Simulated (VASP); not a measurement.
# SnSe (Pm-3m) in VASP: notebook

SnSe is run at these levels: LDA; tasks: vibrations by perturbation theory.

Program: VASP 6.6.1. These are calculated values, not measurements. Logs are shortened: lines on timing, memory, paths and dates and some standing lists are left out, and cuts for length are marked.

### Step 1. The cell of the first run

Symmetry: Pm-3m, No. 221, cubic system. The conventional cell has a = 3.550 Å, b = 3.550 Å, c = 3.550 Å, α = 90.00°, β = 90.00°, γ = 90.00°. Sn (site symmetry m-3m) has 8 Se at 3.07 Å and 6 Sn at 3.55 Å within 4.0 Å. Se (site symmetry m-3m) has 8 Sn at 3.07 Å and 6 Se at 3.55 Å within 4.0 Å.

### Step 2. Vibrations by perturbation theory, LDA

INCAR reads:

```
SYSTEM = SnSe
ALGO = Normal
EDIFF = 1E-8
ENCUT = 520
GGA = CA
IBRION = 8
ISIF = 2
ISMEAR = -1
LASPH = .True.
LCHARG = .False.
LREAL = .False.
LWAVE = .False.
NELM = 60
NSW = 1
PREC = Accurate
SIGMA = 0.15
```

KPOINTS reads:

```
k-points
0
Gamma
  12 12 12
  0 0 0
```

POSCAR reads:

```
SnSe
1.0
    3.5496000000      0.0000000000      0.0000000000
    0.0000000000      3.5496000000      0.0000000000
    0.0000000000      0.0000000000      3.5496000000
Sn Se
1 1
Direct
    0.0000000000      0.0000000000      0.0000000000
    0.5000000000      0.5000000000      0.5000000000
```

Potentials or basis: VASP PAW LDA potentials, release 64 (Sn_d, Se).

The run is started by

```sh
$ cat potpaw_LDA.64/Sn_d/POTCAR potpaw_LDA.64/Se/POTCAR > POTCAR
$ mpirun -np 1 vasp_std > vasp.out
```

OUTCAR:

```text
SYSTEM = SnSe
   EDIFF = 1E-8
   ENCUT = 520
   GGA = CA
   IBRION = 8
   ISIF = 2
   ISMEAR = -1
   LASPH = .True.
   LREAL = .False.
   NELM = 60
   NSW = 1
   PREC = Accurate

 ion  position               nearest neighbor table
   1  0.000  0.000  0.000-   2 3.07   2 3.07   2 3.07   2 3.07   2 3.07   2 3.07   2 3.07   2 3.07

   2  0.500  0.500  0.500-   1 3.07   1 3.07   1 3.07   1 3.07   1 3.07   1 3.07   1 3.07   1 3.07

  LATTYP: Found a simple cubic cell.
 ALAT       =     3.5496000000

  Lattice vectors:

 A1 = (   3.5496000000,   0.0000000000,   0.0000000000)
 A2 = (   0.0000000000,   3.5496000000,   0.0000000000)
 A3 = (   0.0000000000,   0.0000000000,   3.5496000000)

Analysis of symmetry for initial positions (statically):
=====================================================================
 Subroutine PRICEL returns:
 Original cell was already a primitive cell.

 Routine SETGRP: Setting up the symmetry group for a
 simple cubic supercell.

 Subroutine GETGRP returns: Found 48 space group operations
 (whereof 48 operations were pure point group operations)
 out of a pool of 48 trial point group operations.

The static configuration has the point symmetry O_h .

Analysis of symmetry for dynamics (positions and initial velocities):
=====================================================================
 Subroutine PRICEL returns:
 Original cell was already a primitive cell.

 Routine SETGRP: Setting up the symmetry group for a
 simple cubic supercell.

 Subroutine GETGRP returns: Found 48 space group operations
 (whereof 48 operations were pure point group operations)
 out of a pool of 48 trial point group operations.

The dynamic configuration has the point symmetry O_h .

 Subroutine INISYM returns: Found 48 space group operations
 (whereof 48 operations are pure point group operations),
 and found     1 'primitive' translations

----------------------------------------------------------------------------------------

                                     Primitive cell

  volume of cell :      44.7238

  direct lattice vectors                    reciprocal lattice vectors
     3.549600000  0.000000000  0.000000000     0.281721884  0.000000000  0.000000000
     0.000000000  3.549600000  0.000000000     0.000000000  0.281721884  0.000000000
     0.000000000  0.000000000  3.549600000     0.000000000  0.000000000  0.281721884

  length of vectors
     3.549600000  3.549600000  3.549600000     0.281721884  0.281721884  0.281721884

  position of ions in fractional coordinates (direct lattice)
     0.000000000  0.000000000  0.000000000
     0.500000000  0.500000000  0.500000000

  ion indices of the primitive-cell ions
   primitive index   ion index
                 1           1
                 2           2

----------------------------------------------------------------------------------------

 KPOINTS: k-points

Automatic generation of k-mesh.
 Grid dimensions read from file:
 generate k-points for:   12   12   12

 Generating k-lattice:

  Cartesian coordinates                     Fractional coordinates (reciprocal lattice)
     0.023476824  0.000000000  0.000000000     0.083333333  0.000000000  0.000000000
     0.000000000  0.023476824  0.000000000     0.000000000  0.083333333  0.000000000
     0.000000000  0.000000000  0.023476824     0.000000000  0.000000000  0.083333333

  Length of vectors
     0.023476824  0.023476824  0.023476824

  Shift w.r.t. Gamma in fractional coordinates (k-lattice)
     0.000000000  0.000000000  0.000000000

 Subroutine IBZKPT returns following result:
 ===========================================

 Found     84 irreducible k-points:

 Following reciprocal coordinates:
            Coordinates               Weight
  0.000000  0.000000  0.000000      1.000000
  0.083333  0.000000  0.000000      6.000000
  0.166667  0.000000  0.000000      6.000000
  0.250000  0.000000  0.000000      6.000000
  0.333333  0.000000  0.000000      6.000000
  0.416667  0.000000  0.000000      6.000000
[... 16 lines left out ...]
  0.333333  0.333333  0.000000     12.000000
  0.416667  0.333333  0.000000     24.000000
 [... further k-points ...]
   k-points           NKPTS =     84   k-points in BZ     NKDIM =     84   number of bands    NBANDS=     14
   number of dos      NEDOS =    301   number of ions     NIONS =      2
   total plane-waves  NPLWV =  21952
   dimension x,y,z NGX =    28 NGY =   28 NGZ =   28
   dimension x,y,z NGXF=    56 NGYF=   56 NGZF=   56
   ions per type =               1   1
   NGX,Y,Z   is equivalent  to a cutoff of  13.11, 13.11, 13.11 a.u.
   NGXF,Y,Z  is equivalent  to a cutoff of  26.23, 26.23, 26.23 a.u.
 SYSTEM =  SnSe
   PREC   = accura    normal or accurate (medium, high low for compatibility)
   ISTART =      0    job   : 0-new  1-cont  2-samecut
   ICHARG =      2    charge: 1-file 2-atom 10-const
   ISPIN  =      1    spin polarized calculation?
   LNONCOLLINEAR =      F non collinear calculations
   LSORBIT =      F    spin-orbit coupling
   LASPH  =      T    aspherical Exc in radial PAW
   ENCUT  =  520.0 eV  38.22 Ry    6.18 a.u.   6.60  6.60  6.60*2*pi/ulx,y,z
   NELM   =     60;   NELMIN=  2; NELMDL= -5     # of ELM steps
   EDIFF  = 0.1E-07   stopping-criterion for ELM
   LREAL  =      F    real-space projection
   EDIFFG = 0.1E-06   stopping-criterion for IOM
   NSW    =      1    number of steps for IOM
   IBRION =      8    ionic relax: 0-MD 1-quasi-New 2-CG
   NFREE  =      0    steps in history (QN), initial steepest desc. (CG)
   ISIF   =      2    stress and relaxation
   ISYM   =      2    0-nonsym 1-usesym 2-fastsym
   POTIM  = 0.5000    time-step for ionic-motion
   TEBEG  =    0.0;   TEEND  =   0.0 temperature during run
   PSTRESS=    0.0 pullay stress
   NELECT =      20.0000    total number of electrons
   NUPDOWN=      -1.0000    fix difference up-down
   EMIN   =  10.00;   EMAX   =-10.00  energy-range for DOS
   EFERMI =   0.00;   METHOD = LEGACY
   ISMEAR =    -1;   SIGMA  =   0.15  broadening in eV -4-tet -1-fermi 0-gaus
   EFERMI_NEDOS =   21; number of points for ismear=-14 and -15
   IALGO  =     38    algorithm
   IMIX   =      4    mixing-type and parameters
     AMIX     =   0.40;   BMIX     =  1.00
     AMIX_MAG =   1.60;   BMIX_MAG =  1.00
  volume/ion in A,a.u.               =      22.36       150.91
  Fermi-wavevector in a.u.,A,eV,Ry     =   1.251907  2.365761 21.324020  1.567271
  Thomas-Fermi vector in A             =   2.385832
   LORBIT       =      0    0 simple, 1 ext, 2 COOP (PROOUT), +10 PAW based schemes
   GGA     = CA    functional components
   LHFCALC =     F    Hartree Fock is set to
   AEXX    =    0.0000 exact exchange contribution
   IVDW    =     0    specifies the selected vdW correction
   LEPSILON=     F    determine dielectric tensor
   LRPA    =     F    only Hartree local field effects (RPA)
 non-spin polarized calculation
  energy-cutoff  :      520.00
  volume of cell :       44.72
 maximum number of plane-waves:      1228
 NGX is ok and might be reduce to    28
   NGX = 13   NGY = 13   NGZ = 13

--------------------------------------- Ionic step        1  -------------------------------------------

 number of electron      20.0000016 magnetization

 Free energy of the ion-electron system (eV)
  ---------------------------------------------------
  ext. energy  EPLUGINS =         0.00000000
  ---------------------------------------------------
  free energy    TOTEN  =        -9.10539569 eV

  energy without entropy =       -9.03924135  energy(sigma->0) =       -9.07231852

 E-fermi :   7.4721     XC(G=0): -10.9237

 val. band max:        7.4406866322   @ k =   0.5000   0.5000   0.3333
 cond. band min:       7.5037070660   @ k =   0.4167   0.0833   0.0833
 fundamental gap:      0.0630204338
 Fermi energy:         7.4721448167

 k-point     1 :       0.0000    0.0000    0.0000
  band No.  band energies     occupation
      1     -14.0853      2.00000
      2     -14.0853      2.00000
      3     -13.9815      2.00000
      4     -13.9815      2.00000
      5     -13.9815      2.00000
      6      -7.0911      2.00000
      7       1.8179      2.00000
      8       5.2190      2.00000
      9       5.2190      2.00000
     10       5.2190      2.00000
     11      11.5872      0.00000
     12      11.5872      0.00000
     13      14.1025      0.00000
     14      14.1025      0.00000
[... 377 lines left out ...]
      1     -14.0489      2.00000
      2     -14.0451      2.00000
      3     -14.0060      2.00000
      4     -13.9999      2.00000
      5     -13.9680      2.00000
      6      -5.3009      2.00000
      7      -0.2283      2.00000
      8       2.3102      2.00000
      9       4.2290      2.00000
     10       6.9630      1.93505
     11      10.3703      0.00000
     12      11.8232      0.00000
     13      11.8516      0.00000
     14      15.1515      0.00000

 [... further k-points ...]
[... 5 lines left out ...]
  --------------------------------------------------------------------------------------
  -------------------------------------------------------------------------------------
  Total        0.3736098      0.3736098      0.3736098      0.0000000     -0.0000000      0.0000000
  in kB       13.3841430     13.3841430     13.3841430      0.0000000     -0.0000000      0.0000000
  external PRESSURE =      13.3841430 kB  Pullay stress =       0.0000000 kB

 VOLUME and BASIS-vectors are now :
 -----------------------------------------------------------------------------
  energy-cutoff  :      520.00
  volume of cell :       44.72
      direct lattice vectors                 reciprocal lattice vectors
     3.549600000  0.000000000  0.000000000     0.281721884  0.000000000  0.000000000
     0.000000000  3.549600000  0.000000000     0.000000000  0.281721884  0.000000000
     0.000000000  0.000000000  3.549600000     0.000000000  0.000000000  0.281721884

 POSITION                                       TOTAL-FORCE (eV/Angst)
 -----------------------------------------------------------------------------------
      0.00000      0.00000      0.00000         0.000000      0.000000      0.000000
      1.77480      1.77480      1.77480         0.000000      0.000000      0.000000
 -----------------------------------------------------------------------------------
    total drift:                               -0.000000      0.000000     -0.000000

  FREE ENERGIE OF THE ION-ELECTRON SYSTEM (eV)
  ---------------------------------------------------
  free  energy   TOTEN  =        -9.1053956925 eV

  energy  without entropy=       -9.0392413538  energy(sigma->0) =       -9.07231852

[... ionic steps 2 to 3 ...]

--------------------------------------- Ionic step        4  -------------------------------------------

------------------------ aborting loop because EDIFF is reached ----------------------------------------

[... ionic steps 5 to 6 ...]

--------------------------------------- Ionic step        7  -------------------------------------------

 Free energy of the ion-electron system (eV)
  ---------------------------------------------------
  ---------------------------------------------------
  free energy    TOTEN  =        -0.08155995 eV

  energy without entropy =       -0.08155995

------------------------ aborting loop because EDIFF is reached ----------------------------------------

 INTERNAL STRAIN TENSOR  FOR ION    2  DIRECTION 1   (eV/Angst):
 -----------------------------------------------------------------------------
    -0.01627 -0.00000 -0.00000
     0.00000  0.01768 -0.00000
     0.00000 -0.00000  0.01768

 INTERNAL STRAIN TENSOR FOR ION    2 for displacements in x,y,z  (eV/Angst):
          X           Y           Z          XY          YZ          ZX
  --------------------------------------------------------------------------------
  x     0.00000     0.00000     0.00000     0.00000     0.00000     0.00000
  y     0.00000     0.00000     0.00000     0.00000     0.00000     0.00000
  z     0.00000     0.00000     0.00000     0.00000     0.00000     0.00000

 SECOND DERIVATIVES (NOT SYMMETRIZED)
 ------------------------------------
               1X          1Y          1Z          2X          2Y          2Z
  1X     0.277669    0.000000    0.000000   -0.277669    0.000000   -0.000000
  1Y    -0.000000    0.277669    0.000000    0.000000   -0.277669    0.000000
  1Z     0.000000    0.000000    0.277669   -0.000000   -0.000000   -0.277669
  2X    -0.320784    0.000000    0.000000    0.320784   -0.000000   -0.000000
  2Y     0.000000   -0.320784   -0.000000   -0.000000    0.320784    0.000000
  2Z     0.000000    0.000000   -0.320784   -0.000000   -0.000000    0.320784

 Eigenvectors and eigenvalues of the dynamical matrix
 ----------------------------------------------------

   1 f  =    0.043481 THz     0.273198 2PiTHz    1.450365 cm-1     0.179822 meV
             X         Y         Z           dx          dy          dz
      0.000000  0.000000  0.000000     0.720599   -0.339162   -0.000000
      1.774800  1.774800  1.774800     0.547160   -0.257530    0.000000
[... 21 lines left out ...]
   6 f/i=    1.251582 THz     7.863924 2PiTHz   41.748294 cm-1     5.176126 meV
             X         Y         Z           dx          dy          dz
      0.000000  0.000000  0.000000     0.604736   -0.000000    0.000000
      1.774800  1.774800  1.774800    -0.796426    0.000000    0.000000

--------------------------------------------------------------------------------------------------------

 ELASTIC MODULI CONTR FROM IONIC RELAXATION (kBar)
 Direction    XX          YY          ZZ          XY          YZ          ZX
 --------------------------------------------------------------------------------
 XX           0.0000      0.0000      0.0000      0.0000      0.0000      0.0000
 YY           0.0000      0.0000      0.0000      0.0000      0.0000      0.0000
 ZZ           0.0000      0.0000      0.0000      0.0000      0.0000      0.0000
 XY           0.0000      0.0000      0.0000      0.0000      0.0000      0.0000
 YZ           0.0000      0.0000      0.0000      0.0000      0.0000      0.0000
 ZX           0.0000      0.0000      0.0000      0.0000      0.0000      0.0000
 --------------------------------------------------------------------------------
```

It took 3.2 min on 1 thread of Intel Xeon Platinum 8488C (Sapphire Rapids), shared host; peak memory 0.37 GiB.

Results:

| Quantity | Value |
| --- | --- |
| Highest phonon frequency at Γ, LO-TO splitting left out | 1 cm⁻¹ |
| Most unstable mode | 42i cm⁻¹ |

Phonon frequencies in cm⁻¹ (negative: imaginary):
| q point | frequencies |
| --- | --- |
| (0.000, 0.000, 0.000) | -42 -42 -42 1 1 1 |

Caveat: the cell stands under pressure or tension, which shifts response properties; some modes are imaginary; spin-orbit coupling is left out, which moves the levels of the heavy elements.

(Part 1 of 2 ends here.)
